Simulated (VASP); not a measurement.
# SiO2 (P6_522) in VASP: a series of runs, part 2 of 2

VASP 6.6.1. Earlier steps stand in the parts before.

**3. Electric field gradients, PBE**

Input file INCAR:

```
SYSTEM = SiO2
ALGO = Normal
EDIFF = 1E-8
ENCUT = 520
GGA = PE
ISIF = 2
ISMEAR = -1
LASPH = .TRUE.
LCHARG = .FALSE.
LEFG = .TRUE.
LREAL = Auto
LWAVE = .FALSE.
NBANDS = 63
NELM = 100
PREC = Accurate
SIGMA = 0.02
```

Input file KPOINTS:

```
k-points
0
G
  5 5 4
  0 0 0
```

Input file POSCAR:

```
SiO2
1.0
    7.3005505184      0.0000000000      0.0000000000
   -3.6502752592      6.3224622106      0.0000000000
    0.0000000000      0.0000000000      7.0051237300
Si O
6 12
Direct
    0.5338583600      0.7669291800      0.4166666667
    0.4661416400      0.2330708200      0.9166666667
    0.2330708200      0.4661416400      0.7500000000
    0.7669291800      0.2330708200      0.5833333333
    0.7669291800      0.5338583600      0.2500000000
    0.2330708200      0.7669291800      0.0833333333
    0.6123260400      0.3876739600      0.0833333333
    0.0000000000      0.6828971200      0.1666666667
    0.7753479200      0.3876739600      0.4166666667
    0.6828971200      0.6828971200      0.3333333333
    0.3171028800      0.3171028800      0.8333333333
    0.6123260400      0.2246520800      0.7500000000
    0.2246520800      0.6123260400      0.9166666667
    0.3171028800      0.0000000000      0.0000000000
    0.0000000000      0.3171028800      0.6666666667
    0.3876739600      0.7753479200      0.2500000000
    0.3876739600      0.6123260400      0.5833333333
    0.6828971200      0.0000000000      0.5000000000
```

Potentials or basis: VASP PAW PBE potentials, release 64 (Si, O).

The run is started by

```
$ cat potpaw_PBE.64/Si/POTCAR potpaw_PBE.64/O/POTCAR > POTCAR
$ mpirun -np 1 vasp_std > vasp.out
```

OUTCAR:

```text
SYSTEM = SiO2
   EDIFF = 1E-8
   ENCUT = 520
   GGA = PE
   ISIF = 2
   ISMEAR = -1
   LASPH = .TRUE.
   LREAL = Auto
   NELM = 100
   PREC = Accurate

 ion  position               nearest neighbor table
   1  0.534  0.767  0.417-  18 1.60  10 1.60  17 1.60  16 1.60
   2  0.466  0.233  0.917-  14 1.60  11 1.60   7 1.60  12 1.60
   3  0.233  0.466  0.750-  15 1.60  11 1.60  13 1.60  17 1.60
   4  0.767  0.233  0.583-  18 1.60  15 1.60   9 1.60  12 1.60
   5  0.767  0.534  0.250-   8 1.60  10 1.60   9 1.60   7 1.60
   6  0.233  0.767  0.083-  14 1.60   8 1.60  13 1.60  16 1.60
   7  0.612  0.388  0.083-   2 1.60   5 1.60
   8  0.000  0.683  0.167-   5 1.60   6 1.60
   9  0.775  0.388  0.417-   4 1.60   5 1.60
  10  0.683  0.683  0.333-   5 1.60   1 1.60
  11  0.317  0.317  0.833-   3 1.60   2 1.60
  12  0.612  0.225  0.750-   2 1.60   4 1.60
  13  0.225  0.612  0.917-   6 1.60   3 1.60
  14  0.317  0.000  0.000-   2 1.60   6 1.60
  15  0.000  0.317  0.667-   3 1.60   4 1.60
  16  0.388  0.775  0.250-   1 1.60   6 1.60
  17  0.388  0.612  0.583-   1 1.60   3 1.60
  18  0.683  0.000  0.500-   1 1.60   4 1.60

  LATTYP: Found a hexagonal cell.
 ALAT       =     7.3005505184
 C/A-ratio  =     0.9595336286

  Lattice vectors:

 A1 = (   7.3005505184,   0.0000000000,   0.0000000000)
 A2 = (  -3.6502752592,   6.3224622106,   0.0000000000)
 A3 = (   0.0000000000,   0.0000000000,   7.0051237300)

Analysis of symmetry for initial positions (statically):
=====================================================================
 Subroutine PRICEL returns:
 Original cell was already a primitive cell.

 Routine SETGRP: Setting up the symmetry group for a
 hexagonal supercell.

 Subroutine GETGRP returns: Found 12 space group operations
 (whereof  2 operations were pure point group operations)
[... 1155 lines left out ...]
      direct lattice vectors                 reciprocal lattice vectors
     7.300550518  0.000000000  0.000000000     0.136975972  0.079083114  0.000000000
    -3.650275259  6.322462211  0.000000000     0.000000000  0.158166228  0.000000000
     0.000000000  0.000000000  7.005123730     0.000000000  0.000000000  0.142752653

 POSITION                                       TOTAL-FORCE (eV/Angst)
 -----------------------------------------------------------------------------------
      1.09796      4.84888      2.91880        -0.025789     -0.014889      0.000000
      2.55232      1.47358      6.42136         0.025789      0.014889     -0.000000
      0.00000      2.94716      5.25384        -0.000000      0.029778      0.000000
      4.74823      1.47358      4.08632        -0.025789      0.014889     -0.000000
      3.65028      3.37530      1.75128        -0.000000     -0.029778     -0.000000
     -1.09796      4.84888      0.58376         0.025789     -0.014889     -0.000000
[... 10 lines left out ...]
      0.59507      3.87141      4.08632         0.021959     -0.012678     -0.000000
      4.98552      0.00000      3.50256         0.170382     -0.000000      0.000000
 -----------------------------------------------------------------------------------
    total drift:                               -0.000000      0.000000     -0.000000

  FREE ENERGIE OF THE ION-ELECTRON SYSTEM (eV)
  ---------------------------------------------------
  free  energy   TOTEN  =      -142.2216598247 eV

  energy  without entropy=     -142.2216598247  energy(sigma->0) =     -142.22165982

 Electric field gradients (V/A^2)
---------------------------------------------------------------------
 ion       V_xx      V_yy      V_zz      V_xy      V_xz      V_yz
---------------------------------------------------------------------
   1       0.810    -1.969     1.159     2.407     1.064    -1.843
   2       0.810    -1.969     1.159     2.407    -1.064     1.843
   3      -3.359     2.200     1.159     0.000    -2.128    -0.000
   4       0.810    -1.969     1.159    -2.407    -1.064    -1.843
   5      -3.359     2.200     1.159     0.000     2.128     0.000
   6       0.810    -1.969     1.159    -2.407     1.064     1.843
[... 10 lines left out ...]
  17     -31.128     2.806    28.322    29.388   -36.203   -62.706
  18     -45.961    76.057   -30.096    -0.003     0.000    49.234
---------------------------------------------------------------------

 Electric field gradients after diagonalization (V/A^2)
 (convention: |V_zz| > |V_xx| > |V_yy|)
----------------------------------------------------------------------
 ion       V_xx      V_yy      V_zz     asymmetry (V_yy - V_xx)/ V_zz
----------------------------------------------------------------------
   1       2.200     2.004    -4.204       0.047
   2       2.200     2.004    -4.204       0.047
   3       2.200     2.004    -4.204       0.047
   4       2.200     2.004    -4.203       0.047
   5       2.200     2.004    -4.204       0.047
   6       2.200     2.004    -4.203       0.047
[... 10 lines left out ...]
  17     -48.485   -48.095    96.580       0.004
  18     -49.414   -45.961    95.376       0.036
----------------------------------------------------------------------

           NMR quadrupolar parameters

 Cq : quadrupolar parameter    Cq=e*Q*V_zz/h
 eta: asymmetry parameters     (V_yy - V_xx)/ V_zz
 Q  : nuclear electric quadrupole moment in mb (millibarn)
----------------------------------------------------------------------
 ion       Cq(MHz)       eta       Q (mb)
----------------------------------------------------------------------
   1      -0.010       0.047       1.000
   2      -0.010       0.047       1.000
   3      -0.010       0.047       1.000
   4      -0.010       0.047       1.000
   5      -0.010       0.047       1.000
   6      -0.010       0.047       1.000
[... 10 lines left out ...]
  17       0.234       0.004       1.000
  18       0.231       0.036       1.000
----------------------------------------------------------------------
```

stdout:

```text
POSCAR found type information on POSCAR SiO
 POSCAR found :  2 types and      18 ions
 scaLAPACK will be used
 LDA part: xc-table for (Slater+PW92), standard interpolation
 POSCAR, INCAR and KPOINTS ok, starting setup
 FFT: planning ... GRIDC
 FFT: planning ... GRID_SOFT
 FFT: planning ... GRID
 WAVECAR not read
 entering main loop
ion   1
     0.0000353    -0.0058675     0.0018311    -0.0993177    -0.0010572    -0.0033876
     0.0000487    -0.0058675     0.0018311    -0.0993177    -0.0010572    -0.0033876
     0.0000670    -0.0058675     0.0018311    -0.0993177    -0.0010572    -0.0033876
     0.0000923    -0.0058675     0.0018311    -0.0993177    -0.0010572    -0.0033876

     0.0000353    -1.9105906     1.4484205    -0.8809874    -0.8362459    -1.1030800
     0.0000487    -1.9105884     1.4484188    -0.8809865    -0.8362450    -1.1030787
     0.0000670    -1.9105847     1.4484160    -0.8809850    -0.8362433    -1.1030766
     0.0000923    -1.9105786     1.4484113    -0.8809826    -0.8362407    -1.1030731
[... 114 lines left out ...]
     0.0000293   -42.0547689   -19.5350781    20.7087506   -33.8357477   -24.2803322
     0.0000403   -42.0547611   -19.5350744    20.7087467   -33.8357414   -24.2803276
     0.0000555   -42.0547478   -19.5350682    20.7087402   -33.8357307   -24.2803199
     0.0000765   -42.0547253   -19.5350578    20.7087291   -33.8357127   -24.2803070

ion  16

ion  17
     0.0000293    -6.
```

It took 5.5 min on 1 thread of AMD EPYC 9R45 (Zen 5), shared host; peak memory 0.44 GiB.

Results:

```
Free energy                             : -142.2217 eV
Pressure                                : 3.6 GPa
Largest force                           : 0.170 eV/Å
Band gap on the k mesh                  : 5.72 eV (least direct gap 5.86 eV)
Largest electric field gradient by atom : Si -4.2; O +96.6, +95.4 (each value once) V/Å²
```

Forces in eV/Å, atoms in the order of the input:
```
Si  -0.026 -0.015  0.000
Si   0.026  0.015  0.000
Si   0.000  0.030  0.000
Si  -0.026  0.015  0.000
Si   0.000 -0.030  0.000
Si   0.026 -0.015  0.000
O   -0.022  0.013  0.000
O   -0.085  0.148  0.000
O    0.022  0.013  0.000
O    0.085  0.148  0.000
O   -0.085 -0.148  0.000
O    0.000 -0.025  0.000
O   -0.022 -0.013  0.000
O   -0.170  0.000  0.000
O    0.085 -0.148  0.000
O    0.000  0.025  0.000
O    0.022 -0.013  0.000
O    0.170  0.000  0.000
```

Electric field gradients, principal values (V/Å²):
```tsv
atom	least	middle	greatest (by size)
1 Si	2.004	2.200	-4.204
2 Si	2.004	2.200	-4.204
3 Si	2.004	2.200	-4.204
4 Si	2.004	2.200	-4.203
5 Si	2.004	2.200	-4.204
6 Si	2.004	2.200	-4.203
7 O	-48.095	-48.485	96.580
8 O	-45.961	-49.414	95.376
9 O	-48.101	-48.482	96.583
10 O	-45.966	-49.414	95.380
11 O	-45.966	-49.414	95.380
12 O	-48.101	-48.482	96.583
13 O	-48.101	-48.482	96.583
14 O	-45.961	-49.414	95.376
15 O	-45.961	-49.414	95.376
16 O	-48.101	-48.482	96.583
17 O	-48.095	-48.485	96.580
18 O	-45.961	-49.414	95.376
```

Caveat: the cell stands under pressure; without QUAD_EFG the Cq values of the log hold for a quadrupole moment of 1 mb, not for the nuclei. A k mesh can miss the band edges.
